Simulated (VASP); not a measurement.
# BaTe (F-43m) in VASP: single point with PBE

Aim: the single point of BaTe with PBE.

Everything below comes from runs of VASP 6.6.1. Logs are shortened: lines on timing, memory, paths and dates and some standing lists are left out, and cuts for length are marked.

### 1 The cell of the first run

Symmetry: F-43m, No. 216, cubic system. Conventional cell: a = 7.696 Å, b = 7.696 Å, c = 7.696 Å, α = 90.00°, β = 90.00°, γ = 90.00°. Ba (site symmetry -43m) has 4 Te at 3.33 Å within 4.4 Å. Within 4.4 Å of Te (site symmetry -43m) lie 4 Ba at 3.33 Å.

### 2 Single point, PBE (volume changed by -5%)

Input file INCAR:

```
PREC = Accurate ; ENCUT = 500
EDIFF = 1E-6 ; ISMEAR = 0
SIGMA = 0.01 ; LREAL = False
LASPH = True ; NELM = 120
ALGO = Normal ; ISIF = 2
LWAVE = False ; LCHARG = False
GGA = PE ; NBANDS = 15
GGA_COMPAT = False
```

Input file KPOINTS:

```
regular mesh
0
Gamma
  4 4 4
```

Input file POSCAR:

```
BaTe
1.0
    0.0000000000      3.8478041719      3.8478041719
    3.8478041719      0.0000000000      3.8478041719
    3.8478041719      3.8478041719      0.0000000000
Ba Te
1 1
Direct
    0.0000000000      0.0000000000      0.0000000000
    0.2500000000      0.2500000000      0.2500000000
```

Potentials or basis: VASP PAW PBE potentials, release 64 (Ba_sv, Te).

On the command line:

```console
$ cat potpaw_PBE.64/Ba_sv/POTCAR potpaw_PBE.64/Te/POTCAR > POTCAR
$ mpirun -np 1 vasp_std > vasp.out
```

OUTCAR:

```text
PREC = Accurate
   ENCUT = 500
   EDIFF = 1E-6
   ISMEAR = 0
   LREAL = False
   LASPH = True
   NELM = 120
   ISIF = 2
   GGA = PE

 ion  position               nearest neighbor table
   1  0.000  0.000  0.000-   2 3.33   2 3.33   2 3.33   2 3.33
   2  0.250  0.250  0.250-   1 3.33   1 3.33   1 3.33   1 3.33

  LATTYP: Found a face centered cubic cell.
 ALAT       =     7.6956083438

  Lattice vectors:

 A1 = (   0.0000000000,   3.8478041719,   3.8478041719)
 A2 = (   3.8478041719,   0.0000000000,   3.8478041719)
 A3 = (   3.8478041719,   3.8478041719,   0.0000000000)

Analysis of symmetry for initial positions (statically):
=====================================================================
 Subroutine PRICEL returns:
 Original cell was already a primitive cell.

 Routine SETGRP: Setting up the symmetry group for a
 face centered cubic supercell.

 Subroutine GETGRP returns: Found 24 space group operations
 (whereof 24 operations were pure point group operations)
 out of a pool of 48 trial point group operations.

The static configuration has the point symmetry T_d .

Analysis of symmetry for dynamics (positions and initial velocities):
=====================================================================
 Subroutine PRICEL returns:
 Original cell was already a primitive cell.

 Routine SETGRP: Setting up the symmetry group for a
 face centered cubic supercell.

 Subroutine GETGRP returns: Found 24 space group operations
 (whereof 24 operations were pure point group operations)
 out of a pool of 48 trial point group operations.

The dynamic configuration has the point symmetry T_d .

 Subroutine INISYM returns: Found 24 space group operations
 (whereof 24 operations are pure point group operations),
 and found     1 'primitive' translations

----------------------------------------------------------------------------------------

                                     Primitive cell

  volume of cell :     113.9381

  direct lattice vectors                    reciprocal lattice vectors
     0.000000000  3.847804172  3.847804172    -0.129944243  0.129944243  0.129944243
     3.847804172  0.000000000  3.847804172     0.129944243 -0.129944243  0.129944243
     3.847804172  3.847804172  0.000000000     0.129944243  0.129944243 -0.129944243

  length of vectors
     5.441616845  5.441616845  5.441616845     0.225070031  0.225070031  0.225070031

  position of ions in fractional coordinates (direct lattice)
     0.000000000  0.000000000  0.000000000
     0.250000000  0.250000000  0.250000000

  ion indices of the primitive-cell ions
   primitive index   ion index
                 1           1
                 2           2

----------------------------------------------------------------------------------------

 KPOINTS: regular mesh

Automatic generation of k-mesh.
 Grid dimensions read from file:
 generate k-points for:    4    4    4

 Generating k-lattice:

  Cartesian coordinates                     Fractional coordinates (reciprocal lattice)
    -0.032486061  0.032486061  0.032486061     0.250000000  0.000000000  0.000000000
     0.032486061 -0.032486061  0.032486061     0.000000000  0.250000000  0.000000000
     0.032486061  0.032486061 -0.032486061     0.000000000  0.000000000  0.250000000

  Length of vectors
     0.056267508  0.056267508  0.056267508

  Shift w.r.t. Gamma in fractional coordinates (k-lattice)
     0.000000000  0.000000000  0.000000000

 Subroutine IBZKPT returns following result:
 ===========================================

 Found      8 irreducible k-points:

 Following reciprocal coordinates:
            Coordinates               Weight
  0.000000  0.000000  0.000000      1.000000
  0.250000  0.000000  0.000000      8.000000
  0.500000  0.000000  0.000000      4.000000
  0.250000  0.250000  0.000000      6.000000
  0.500000  0.250000  0.000000     24.000000
 -0.250000  0.250000  0.000000     12.000000
  0.500000  0.500000  0.000000      3.000000
 -0.250000  0.500000  0.250000      6.000000
   k-points           NKPTS =      8   k-points in BZ     NKDIM =      8   number of bands    NBANDS=     15
   number of dos      NEDOS =    301   number of ions     NIONS =      2
   total plane-waves  NPLWV =  64000
   dimension x,y,z NGX =    40 NGY =   40 NGZ =   40
   dimension x,y,z NGXF=    80 NGYF=   80 NGZF=   80
   ions per type =               1   1
   NGX,Y,Z   is equivalent  to a cutoff of  12.22, 12.22, 12.22 a.u.
   NGXF,Y,Z  is equivalent  to a cutoff of  24.44, 24.44, 24.44 a.u.
 SYSTEM =  unknown system
   PREC   = accura    normal or accurate (medium, high low for compatibility)
   ISTART =      0    job   : 0-new  1-cont  2-samecut
   ICHARG =      2    charge: 1-file 2-atom 10-const
   ISPIN  =      1    spin polarized calculation?
   LNONCOLLINEAR =      F non collinear calculations
   LSORBIT =      F    spin-orbit coupling
   LASPH  =      T    aspherical Exc in radial PAW
   ENCUT  =  500.0 eV  36.75 Ry    6.06 a.u.   9.92  9.92  9.92*2*pi/ulx,y,z
   NELM   =    120;   NELMIN=  2; NELMDL= -5     # of ELM steps
   EDIFF  = 0.1E-05   stopping-criterion for ELM
   LREAL  =      F    real-space projection
   EDIFFG = 0.1E-04   stopping-criterion for IOM
   NSW    =      0    number of steps for IOM
   IBRION =     -1    ionic relax: 0-MD 1-quasi-New 2-CG
   NFREE  =      0    steps in history (QN), initial steepest desc. (CG)
   ISIF   =      2    stress and relaxation
   ISYM   =      2    0-nonsym 1-usesym 2-fastsym
   POTIM  = 0.5000    time-step for ionic-motion
   TEBEG  =    0.0;   TEEND  =   0.0 temperature during run
   PSTRESS=    0.0 pullay stress
   NELECT =      16.0000    total number of electrons
   NUPDOWN=      -1.0000    fix difference up-down
   EMIN   =  10.00;   EMAX   =-10.00  energy-range for DOS
   EFERMI =   0.00;   METHOD = LEGACY
   ISMEAR =     0;   SIGMA  =   0.01  broadening in eV -4-tet -1-fermi 0-gaus
   EFERMI_NEDOS =   21; number of points for ismear=-14 and -15
   IALGO  =     38    algorithm
   IMIX   =      4    mixing-type and parameters
     AMIX     =   0.40;   BMIX     =  1.00
     AMIX_MAG =   1.60;   BMIX_MAG =  1.00
  volume/ion in A,a.u.               =      56.97       384.45
  Fermi-wavevector in a.u.,A,eV,Ry     =   0.850926  1.608017  9.851642  0.724075
  Thomas-Fermi vector in A             =   1.966979
   LORBIT       =      0    0 simple, 1 ext, 2 COOP (PROOUT), +10 PAW based schemes
   GGA     = PE    functional components
   LHFCALC =     F    Hartree Fock is set to
   AEXX    =    0.0000 exact exchange contribution
   IVDW    =     0    specifies the selected vdW correction
   LEPSILON=     F    determine dielectric tensor
   LRPA    =     F    only Hartree local field effects (RPA)
 non-spin polarized calculation
 Gauss-broadening in eV      SIGMA  =   0.01
  energy-cutoff  :      500.00
  volume of cell :      113.94
 maximum number of plane-waves:      2914
   NGX = 19   NGY = 19   NGZ = 19

 number of electron      16.0000000 magnetization

 Free energy of the ion-electron system (eV)
  ---------------------------------------------------
  ext. energy  EPLUGINS =         0.00000000
  ---------------------------------------------------
  free energy    TOTEN  =        -8.06312470 eV

  energy without entropy =       -8.06312470  energy(sigma->0) =       -8.06312470

 E-fermi :   0.3500     XC(G=0):  -6.8682

 val. band max:        0.2575837678   @ k =  -0.2500   0.5000   0.2500
 cond. band min:       2.9012464599   @ k =   0.0000   0.0000   0.0000
 fundamental gap:      2.6436626920
 Fermi energy:         0.3499546622

 k-point     1 :       0.0000    0.0000    0.0000
  band No.  band energies     occupation
      1     -26.5035      2.00000
      2     -11.7116      2.00000
      3     -11.7116      2.00000
      4     -11.7116      2.00000
      5      -8.5460      2.00000
      6      -0.2503      2.00000
      7      -0.2503      2.00000
      8      -0.2503      2.00000
      9       2.9012      0.00000
     10       4.4262      0.00000
     11       4.4262      0.00000
     12       6.4852      0.00000
     13       6.4852      0.00000
     14       6.4852      0.00000
     15       8.4354      0.00000

 k-point     2 :       0.2500    0.0000    0.0000
  band No.  band energies     occupation
      1     -26.5011      2.00000
      2     -11.8252      2.00000
      3     -11.7206      2.00000
      4     -11.7206      2.00000
      5      -8.3753      2.00000
      6      -0.4599      2.00000
      7      -0.1418      2.00000
      8      -0.1418      2.00000
      9       3.9332      0.00000
     10       4.2740      0.00000
     11       4.2740      0.00000
     12       5.8613      0.00000
     13       6.6482      0.00000
     14       6.6482      0.00000
     15       6.6624      0.00000

 k-point     3 :       0.5000    0.0000    0.0000
  band No.  band energies     occupation
      1     -26.4988      2.00000
      2     -11.9286      2.00000
      3     -11.7296      2.00000
      4     -11.7296      2.00000
      5      -8.2187      2.00000
      6      -0.4845      2.00000
      7      -0.0443      2.00000
      8      -0.0443      2.00000
      9       4.3102      0.00000
     10       4.6509      0.00000
     11       4.6509      0.00000
     12       4.8896      0.00000
     13       5.5761      0.00000
     14       5.5761      0.00000
     15       7.8443      0.00000
[... 55 lines left out ...]
 k-point     7 :       0.5000    0.5000    0.0000
  band No.  band energies     occupation
      1     -26.4973      2.00000
      2     -11.9581      2.00000
      3     -11.7550      2.00000
      4     -11.7550      2.00000
      5      -8.1102      2.00000
      6      -0.8045      2.00000
      7       0.2517      2.00000
      8       0.2517      2.00000
      9       3.1604      0.00000
     10       4.2188      0.00000
     11       5.3329      0.00000
     12       5.3329      0.00000
     13       5.3477      0.00000
     14       7.5938      0.00000
     15       8.0972      0.00000

 k-point     8 :      -0.2500    0.5000    0.2500
  band No.  band energies     occupation
      1     -26.4973      2.00000
      2     -11.9427      2.00000
      3     -11.7720      2.00000
      4     -11.7555      2.00000
      5      -8.1083      2.00000
      6      -0.3666      2.00000
      7      -0.2784      2.00000
      8       0.2576      2.00000
      9       3.1476      0.00000
     10       4.0560      0.00000
     11       5.0741      0.00000
     12       5.4696      0.00000
     13       6.3548      0.00000
     14       7.6184      0.00000
     15       7.7331      0.00000

------------------------ aborting loop because EDIFF is reached ----------------------------------------

  FORCE on cell =-STRESS in cart. coord.  units (eV):
  Direction    XX          YY          ZZ          XY          YZ          ZX
  --------------------------------------------------------------------------------------
  -------------------------------------------------------------------------------------
  Total        0.9279944      0.9279944      0.9279944     -0.0000000      0.0000000     -0.0000000
  in kB       13.0492958     13.0492958     13.0492958     -0.0000000      0.0000000     -0.0000000
  external PRESSURE =      13.0492958 kB  Pullay stress =       0.0000000 kB

 VOLUME and BASIS-vectors are now :
 -----------------------------------------------------------------------------
  energy-cutoff  :      500.00
  volume of cell :      113.94
      direct lattice vectors                 reciprocal lattice vectors
     0.000000000  3.847804172  3.847804172    -0.129944243  0.129944243  0.129944243
     3.847804172  0.000000000  3.847804172     0.129944243 -0.129944243  0.129944243
     3.847804172  3.847804172  0.000000000     0.129944243  0.129944243 -0.129944243

 POSITION                                       TOTAL-FORCE (eV/Angst)
 -----------------------------------------------------------------------------------
      0.00000      0.00000      0.00000        -0.000000     -0.000000     -0.000000
      1.92390      1.92390      1.92390         0.000000      0.000000      0.000000
 -----------------------------------------------------------------------------------
    total drift:                                0.000000      0.000000      0.000000

  FREE ENERGIE OF THE ION-ELECTRON SYSTEM (eV)
  ---------------------------------------------------
  free  energy   TOTEN  =        -8.0631246973 eV

  energy  without entropy=       -8.0631246973  energy(sigma->0) =       -8.06312470
```

It took 9.2 s on 1 thread of Intel Xeon 6975P-C (Granite Rapids), shared host; peak memory 0.23 GiB.

Results:

| Property | Result |
| --- | --- |
| Free energy | -8.0631 eV |
| Pressure | 1.3 GPa |
| Band gap on the k mesh | 2.64 eV, indirect (least direct gap 2.89 eV) |

Caveat: spin-orbit coupling is left out, which moves the levels of the heavy elements. A k mesh can miss the band edges.
